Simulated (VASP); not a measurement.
# GaSb (F-43m) in VASP: a series of runs, part 2 of 2

VASP 6.6.1. The steps go on from the part before.

## Step 3: Single point, B3LYP5

This run uses another cell than the first one, of 29.20 Å³/atom.

POSCAR

```
GaSb
1.0
    0.0000000000      3.0792588685      3.0792588685
    3.0792588685      0.0000000000      3.0792588685
    3.0792588685      3.0792588685      0.0000000000
Sb Ga
1 1
Direct
    0.7500000000      0.7500000000      0.7500000000
    0.0000000000      0.0000000000      0.0000000000
```

INCAR.step1

```
SYSTEM = GaSb
PREC = Accurate
ENCUT = 520
EDIFF = 1E-5
ISMEAR = -1
SIGMA = 0.05
LREAL = .False.
LASPH = .True.
NELM = 80
ALGO = Normal
ISIF = 2
LWAVE = .True.
LCHARG = .False.
GGA = PE
NBANDS = 16
```

INCAR.step2

```
SYSTEM = GaSb
PREC = Accurate
ENCUT = 520
EDIFF = 1E-6
ISMEAR = -1
SIGMA = 0.05
LREAL = .False.
LASPH = .True.
NELM = 80
ALGO = Normal
ISIF = 2
LWAVE = .False.
LCHARG = .False.
GGA = B5
LHFCALC = .True.
AEXX = 0.2
AGGAX = 0.72
AGGAC = 0.81
ALDAC = 0.19
PRECFOCK = Normal
ISTART = 1
NBANDS = 16
```

KPOINTS

```
Automatic mesh
0
Gamma
  4 4 4
  0 0 0
```

Potentials or basis: VASP PAW PBE potentials, release 64 (Sb, Ga_d).

On the command line:

```sh
cat potpaw_PBE.64/Sb/POTCAR potpaw_PBE.64/Ga_d/POTCAR > POTCAR
cp INCAR.step1 INCAR
mpirun -np 1 vasp_std > vasp.out
cp INCAR.step2 INCAR
mpirun -np 1 vasp_std > vasp.out
```

Wall time 12 min (1 thread of AMD EPYC 7R13 (Zen 3), shared host); peak memory 0.16 GiB.

Results (log left out):

- Free energy: -7.9758 eV
- Pressure: 2.0 GPa
- Band gap on the k mesh: 0.93 eV

Levels at points of the mesh, in eV from the valence-band top:
| k point | band 6 | band 7 | band 8 | band 9 | band 10 | band 11 | band 12 | band 13 |
| --- | --- | --- | --- | --- | --- | --- | --- | --- |
| (0.00, 0.00, 0.00) | -12.27 | 0.00 | 0.00 | 0.00 | 0.93 | 3.94 | 3.94 | 3.94 |
| (0.50, 0.00, 0.00) | -10.57 | -6.75 | -1.20 | -1.20 | 1.42 | 4.97 | 4.97 | 7.91 |
| (0.50, 0.50, 0.00) | -9.69 | -7.28 | -2.67 | -2.67 | 2.02 | 2.43 | 10.06 | 10.06 |

Caveat: the k points lie up to 0.44 Å⁻¹ apart; the PAW data sets were made with another functional, which shifts forces and pressure a little; spin-orbit coupling is left out, which moves the levels of the heavy elements. A k mesh can miss the band edges.

## Step 4: Single point, B3LYP5

This run uses another cell than the first one, of 29.77 Å³/atom.

POSCAR

```
GaSb
1.0
    0.0000000000      3.0992546163      3.0992546163
    3.0992546163      0.0000000000      3.0992546163
    3.0992546163      3.0992546163      0.0000000000
Sb Ga
1 1
Direct
    0.7500000000      0.7500000000      0.7500000000
    0.0000000000      0.0000000000      0.0000000000
```

INCAR.step1

```
SYSTEM = GaSb
PREC     = Accurate       ! precision mode
ENCUT    = 520            ! plane-wave cutoff, eV
EDIFF    = 1E-5           ! SCF threshold, eV
ISMEAR   = -1             ! smearing method
SIGMA    = 0.05           ! smearing width, eV
LREAL    = .FALSE.        ! projectors in reciprocal space
LASPH    = .TRUE.         ! aspherical terms in the spheres
NELM     = 80             ! most SCF steps
ALGO     = Normal         ! electronic algorithm
ISIF     = 2              ! what is computed and relaxed
LWAVE    = .TRUE.         ! write WAVECAR
LCHARG   = .FALSE.        ! write CHGCAR
GGA      = PE             ! functional
NBANDS   = 16             ! bands
```

INCAR.step2

```
SYSTEM = GaSb
PREC     = Accurate       ! precision mode
ENCUT    = 520            ! plane-wave cutoff, eV
EDIFF    = 1E-7           ! SCF threshold, eV
ISMEAR   = -1             ! smearing method
SIGMA    = 0.05           ! smearing width, eV
LREAL    = .FALSE.        ! projectors in reciprocal space
LASPH    = .TRUE.         ! aspherical terms in the spheres
NELM     = 80             ! most SCF steps
ALGO     = Normal         ! electronic algorithm
ISIF     = 2              ! what is computed and relaxed
LWAVE    = .FALSE.        ! write WAVECAR
LCHARG   = .FALSE.        ! write CHGCAR
GGA      = B5             ! functional
LHFCALC  = .TRUE.         ! exact exchange
AEXX     = 0.2            ! exact-exchange fraction
AGGAX    = 0.72         
AGGAC    = 0.81         
ALDAC    = 0.19         
PRECFOCK = Normal       
ISTART   = 1            
NBANDS   = 16             ! bands
```

KPOINTS

```
Automatic mesh
0
G
  4 4 4
  0 0 0
```

On the command line:

```sh
cat potpaw_PBE.64/Sb/POTCAR potpaw_PBE.64/Ga_d/POTCAR > POTCAR
cp INCAR.step1 INCAR
mpirun -np 1 vasp_std > vasp.out
cp INCAR.step2 INCAR
mpirun -np 1 vasp_std > vasp.out
```

Run time: 12 min. Hardware: 1 thread of AMD EPYC 7R13 (Zen 3), shared host; peak memory 0.18 GiB.

It converged, with:

| Item | Value |
| --- | --- |
| Free energy | -7.9863 eV |
| Pressure | 1.0 GPa |
| Band gap on the k mesh | 0.77 eV |

Levels at points of the mesh, in eV from the valence-band top:
```csv
k point,band 6,band 7,band 8,band 9,band 10,band 11,band 12,band 13
"(0.00, 0.00, 0.00)",-12.14,0.00,0.00,0.00,0.77,3.94,3.94,3.94
"(0.50, 0.00, 0.00)",-10.49,-6.66,-1.17,-1.17,1.37,4.97,4.97,7.91
"(0.50, 0.50, 0.00)",-9.64,-7.19,-2.60,-2.60,2.03,2.46,9.92,9.92
```

Caveat: the k points lie up to 0.44 Å⁻¹ apart; the PAW data sets were made with another functional, which shifts forces and pressure a little; spin-orbit coupling is left out, which moves the levels of the heavy elements.

## Step 5: Single point, B3LYP5

This run uses another cell than the first one, of 30.34 Å³/atom.

POSCAR

```
GaSb
1.0
    0.0000000000      3.1189956238      3.1189956238
    3.1189956238      0.0000000000      3.1189956238
    3.1189956238      3.1189956238      0.0000000000
Sb Ga
1 1
Direct
    0.7500000000      0.7500000000      0.7500000000
    0.0000000000      0.0000000000      0.0000000000
```

INCAR.step1

```
PREC = Accurate
ENCUT = 520
EDIFF = 1E-5
ISMEAR = -1
SIGMA = 0.05
LREAL = F
LASPH = T
NELM = 100
ALGO = Normal
ISIF = 2
LWAVE = T
LCHARG = F
NBANDS = 16
GGA = PE
```

INCAR.step2

```
PREC = Accurate
ENCUT = 520
EDIFF = 1E-6
ISMEAR = -1
SIGMA = 0.05
LREAL = F
LASPH = T
NELM = 100
ALGO = Normal
ISIF = 2
LWAVE = F
LCHARG = F
GGA = B5
LHFCALC = T
AEXX = 0.2
AGGAX = 0.72
AGGAC = 0.81
ALDAC = 0.19
PRECFOCK = Normal
NBANDS = 16
ISTART = 1
```

KPOINTS

```
Automatic mesh
0
Gamma
  4 4 4
```

Potentials or basis: VASP PAW PBE potentials, release 64 (Sb, Ga_d).

On the command line:

```sh
cat potpaw_PBE.64/Sb/POTCAR potpaw_PBE.64/Ga_d/POTCAR > POTCAR
cp INCAR.step1 INCAR
mpirun -np 1 vasp_std > vasp.out
cp INCAR.step2 INCAR
mpirun -np 1 vasp_std > vasp.out
```

OUTCAR:

```text
PREC = Accurate
   ENCUT = 520
   EDIFF = 1E-6
   ISMEAR = -1
   LREAL = F
   LASPH = T
   NELM = 100
   ISIF = 2
   GGA = B5
   LHFCALC = T
   AEXX = 0.2
   PRECFOCK = Normal
   ISTART = 1

 ion  position               nearest neighbor table
   1  0.750  0.750  0.750-   2 2.70   2 2.70   2 2.70   2 2.70
   2  0.000  0.000  0.000-   1 2.70   1 2.70   1 2.70   1 2.70

  LATTYP: Found a face centered cubic cell.
 ALAT       =     6.2379912476

[... 328 lines left out ...]
     16      16.6678      0.00000

------------------------ aborting loop because EDIFF is reached ----------------------------------------

  FORCE on cell =-STRESS in cart. coord.  units (eV):
  Direction    XX          YY          ZZ          XY          YZ          ZX
  --------------------------------------------------------------------------------------
  -------------------------------------------------------------------------------------
  Total        0.0153639      0.0153639      0.0153639      0.0000000      0.0000000      0.0000000
  in kB        0.4056365      0.4056365      0.4056365      0.0000000      0.0000000      0.0000000
  external PRESSURE =       0.4056365 kB  Pullay stress =       0.0000000 kB

 VOLUME and BASIS-vectors are now :
 -----------------------------------------------------------------------------
  energy-cutoff  :      520.00
  volume of cell :       60.68
      direct lattice vectors                 reciprocal lattice vectors
     0.000000000  3.118995624  3.118995624    -0.160308016  0.160308016  0.160308016
     3.118995624  0.000000000  3.118995624     0.160308016 -0.160308016  0.160308016
     3.118995624  3.118995624  0.000000000     0.160308016  0.160308016 -0.160308016

 POSITION                                       TOTAL-FORCE (eV/Angst)
 -----------------------------------------------------------------------------------
      4.67849      4.67849      4.67849         0.000000     -0.000000      0.000000
      0.00000      0.00000      0.00000        -0.000000      0.000000     -0.000000
 -----------------------------------------------------------------------------------
    total drift:                                0.000090      0.000092      0.000027

  FREE ENERGIE OF THE ION-ELECTRON SYSTEM (eV)
  ---------------------------------------------------
  free  energy   TOTEN  =        -7.9898660940 eV

  energy  without entropy=       -7.9897821309  energy(sigma->0) =       -7.98982411
```

OUTCAR.step1:

```text
PREC = Accurate
   ENCUT = 520
   EDIFF = 1E-5
   ISMEAR = -1
   LREAL = F
[... 355 lines left out ...]
      4.67849      4.67849      4.67849         0.000000      0.000000      0.000000
      0.00000      0.00000      0.00000        -0.000000     -0.000000     -0.000000
 -----------------------------------------------------------------------------------
    total drift:                               -0.000001     -0.000001     -0.000001

  FREE ENERGIE OF THE ION-ELECTRON SYSTEM (eV)
  ---------------------------------------------------
  free  energy   TOTEN  =        -7.1918752229 eV

  energy  without entropy=       -7.1885926630  energy(sigma->0) =       -7.19023394
```

Wall time 12 min (1 thread of AMD EPYC 7R13 (Zen 3), shared host); peak memory 0.19 GiB.

Results:

| Item | Value |
| --- | --- |
| Free energy | -7.9899 eV |
| Pressure | 0.0 GPa |
| Band gap on the k mesh | 0.61 eV |

Levels at points of the mesh, in eV from the valence-band top:
```tsv
k point	band 5	band 6	band 7	band 8	band 9	band 10	band 11	band 12	band 13	band 14
(0.00, 0.00, 0.00)	-17.16	-12.01	0.00	0.00	0.00	0.61	3.93	3.93	3.93	7.17
(0.50, 0.00, 0.00)	-17.16	-10.41	-6.57	-1.14	-1.14	1.32	4.96	4.96	7.90	10.48
(0.50, 0.50, 0.00)	-17.16	-9.59	-7.11	-2.54	-2.54	2.04	2.49	9.79	9.79	11.12
```

Caveat: the k points lie up to 0.44 Å⁻¹ apart; the PAW data sets were made with another functional, which shifts forces and pressure a little; spin-orbit coupling is left out, which moves the levels of the heavy elements.

## Step 6: Summary

```csv
level,potentials or basis,cell,cutoff (eV),share of exact exchange,gap on the mesh (eV),pressure (GPa)
PBEsol-based global hybrid with 25 % exact exchange,"VASP PAW PBE potentials, release 64 (Sb_d_GW, Ga_d)","a = 4.326 Å, angles 60.0°, 2 atoms",400,0.25,1.49,-1.6
B3LYP5,"VASP PAW PBE potentials, release 64 (Sb, Ga_d)","a = 4.355 Å, angles 60.0°, 2 atoms",520,0.2,0.93,2.0
B3LYP5,"VASP PAW PBE potentials, release 64 (Sb, Ga_d)","a = 4.383 Å, angles 60.0°, 2 atoms",520,0.2,0.77,1.0
B3LYP5,"VASP PAW PBE potentials, release 64 (Sb, Ga_d)","a = 4.411 Å, angles 60.0°, 2 atoms",520,0.2,0.61,0.0
```

Alike in all rows: task single point; no spin polarisation; k mesh 4 × 4 × 4; smearing fermi-dirac 0.05 eV.

Caveats: all runs use coarse meshes; the PAW data sets were made with another functional, which shifts forces and pressure a little; spin-orbit coupling is left out, which moves the levels of the heavy elements.

Total energies depend on the potentials used, so only differences within one code and one set of settings carry meaning.
